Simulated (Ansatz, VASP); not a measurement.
# One calculation of LiH, two programs

```
Li H
1.0
     0.00000    1.99517    1.99517
     1.99517    0.00000    1.99517
     1.99517    1.99517    0.00000
Li H
1 1
Direct
  0.00000 0.00000 0.00000
  0.50000 0.50000 0.50000
```

Change from the starting cell: volume scaled by 0.94.

Alike in both runs: task single point; functional PBEsol; k mesh 11 × 11 × 11; occupations fermi-dirac, width 0.05 eV; no spin polarisation.

```csv
,VASP,Ansatz
version,VASP 6.6.1,Ansatz 0.2.0
potentials or method,"VASP PAW PBE potentials, release 64 (Li_sv, H), cutoff 520 eV","all-electron LAPW, scalar-relativistic"
```

|  | VASP | Ansatz | Ansatz less VASP |
| --- | --- | --- | --- |
| gap on the k mesh at the Fermi level (eV) | 2.94 | 2.94 | +0.002 |
| least direct gap on the mesh (eV) | 2.94 | 2.94 | +0.002 |

VASP's potentials were made for PBE, not for PBEsol. Ansatz ran all-electron here, and VASP with PAW potentials.

Noted on VASP's run: the cutoff is short for stress, so the pressure is rough.
